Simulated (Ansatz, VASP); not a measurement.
## Rh in VASP and in Ansatz

File POSCAR:

```
Rh
1.0
    0.0000000000      1.9966275000      1.8540112500
    1.9966275000      0.0000000000      1.8540112500
    1.9966275000      1.9966275000      0.0000000000
Rh
1
Direct
    0.0000000000      0.0000000000      0.0000000000
```

INCAR.step1

```
PREC = Accurate ; ENCUT = 520
ISMEAR = 0 ; SIGMA = 0.15
LREAL = False ; LASPH = True
NELM = 80 ; NBANDS = 14
GGA = PE ; ALGO = Normal
EDIFF = 1E-4 ; LWAVE = True
LCHARG = False
```

INCAR.step2

```
PREC = Accurate ; ENCUT = 520
EDIFF = 1E-6 ; ISMEAR = 0
SIGMA = 0.15 ; LREAL = False
LASPH = True ; NELM = 80
ALGO = Normal ; ISIF = 2
LWAVE = False ; LCHARG = True
METAGGA = R2SCAN ; LMIXTAU = True
LELF = True ; LVHAR = True
NBANDS = 14 ; ISTART = 1
```

The input KPOINTS:

```
Automatic mesh
0
Gamma
  22 22 22
```

Input for Ansatz:

```yaml
crystal:
  lattice:
    - [0.0, 1.9966275, 1.85401125]
    - [1.9966275, 0.0, 1.85401125]
    - [1.9966275, 1.9966275, 0.0]
  atoms:
    - { symbol: Rh, position: [0.0, 0.0, 0.0] }
basis:
  ecutwfc: 500
kpoints:
  mp_grid: { grid: [22, 22, 22] }
hamiltonian:
  xc: r2scan
scf:
  occupations: { method: gaussian, width: 0.15 }
output:
  forces: true
  stress: true
  eigenvalues: true
```

Change from the starting cell: strain +0.050 along x and y, -0.025 along z, atoms carried along.

Alike in both runs: task single point; functional r2SCAN; k mesh 22 × 22 × 22; occupations gaussian, width 0.15 eV; no spin polarisation.

```csv
,VASP,Ansatz
version,VASP 6.6.1,Ansatz 0.2.0
potentials or method,"VASP PAW PBE potentials, release 64 (Rh_pv), cutoff 520 eV","scalar-relativistic, plane waves, PAW"
valence electrons in the cell,15,17
```

|  | VASP | Ansatz | Ansatz less VASP |
| --- | --- | --- | --- |
| gap on the k mesh at the Fermi level (eV) | none | none | - |
| pressure (GPa) | -15.8 | -16.6 | -0.84 |
| traceless stress, the component that is largest in VASP (GPa) | 9.00 | 8.95 | -0.043 |

VASP's potentials were made for PBE, not for r2SCAN. A gap of «none» marks a metal or a gap that the smearing closes. VASP's potentials hold 15 valence electrons a cell and Ansatz's 17, so a difference there can come from the potentials and not from the codes.
